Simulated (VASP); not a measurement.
A run of VASP 6.6.1:

Contents of INCAR:

```
ALGO = Normal
EDIFF = 1E-7
ENCUT = 520
GGA = PS
ISIF = 2
ISMEAR = -1
LASPH = True
LCHARG = True
LELF = True
LREAL = False
LVHAR = True
LWAVE = False
NBANDS = 43
NELM = 80
PREC = Accurate
SIGMA = 0.1
```

The input KPOINTS:

```
k-points
0
Gamma
  14 14 1
```

The input POSCAR:

```
W
1.0
    2.7313605553      0.0000000000      0.0000000000
   -0.9104535184      2.5751514274      0.0000000000
    0.0000000000      0.0000000000     24.9206000000
W
5
Direct
    0.0000000000      0.0000000000      0.3239899838
    0.5000000000      0.5000000000      0.4102844123
    0.0000000000      0.0000000000      0.4999999999
    0.5000000000      0.5000000000      0.5897155871
    0.0000000000      0.0000000000      0.6760100168
```

Potentials or basis: VASP PAW PBE potentials, release 64 (W_sv).

The run is started by

```sh
$ cat potpaw_PBE.64/W_sv/POTCAR > POTCAR
$ mpirun -np 1 vasp_std > vasp.out
```

Hardware: 1 thread of Intel(R) Xeon(R) Platinum 8488C (Sapphire Rapids) (shared host).

**Question.** How long does it take, and how much memory?

**Answer.** Run time: 9.2 min on 1 thread of Intel(R) Xeon(R) Platinum 8488C (Sapphire Rapids) (shared host), peak memory 0.44 GiB. Counts: scf iterations 28, k points 57.
